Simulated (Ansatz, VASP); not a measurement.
**CoSn: VASP beside Ansatz**

```
Co Sn
1.0
     5.24604    0.00000    0.00000
    -2.62302    4.54320    0.00000
     0.00000    0.00000    4.18759
Co Sn
3 3
Direct
  0.00000 0.50000 0.00000
  0.50000 0.50000 0.00000
  0.50000 0.00000 0.00000
  0.66667 0.33333 0.50000
  0.33333 0.66667 0.50000
  0.00000 0.00000 0.00000
```

Alike in both runs: functional PBE; k mesh 9 × 9 × 8; occupations methfessel-paxton of order 1, width 0.2 eV; no spin polarisation.

Ansatz relaxed the structure, and its values are those at the end. VASP's run is a single point on that final structure, the one shown.

|  | VASP | Ansatz |
| --- | --- | --- |
| version | VASP 6.6.1 | Ansatz 0.2.0 |
| potentials or method | VASP PAW PBE potentials, release 64 (Co, Sn_d) | scalar-relativistic, plane waves, PAW |
| plane-wave cutoff (eV) | 520 | 420 |
| valence electrons in the cell | 69 | 93 |

|  | VASP | Ansatz | Ansatz less VASP |
| --- | --- | --- | --- |
| gap on the k mesh at the Fermi level (eV) | none | none | - |
| pressure (GPa) | 3.9 | 4.0 | +0.09 |

A gap of «none» marks a metal or a gap that the smearing closes. VASP's potentials hold 69 valence electrons a cell and Ansatz's 93, so a difference there can come from the potentials and not from the codes. Ansatz's warnings: stress scf threshold loose.
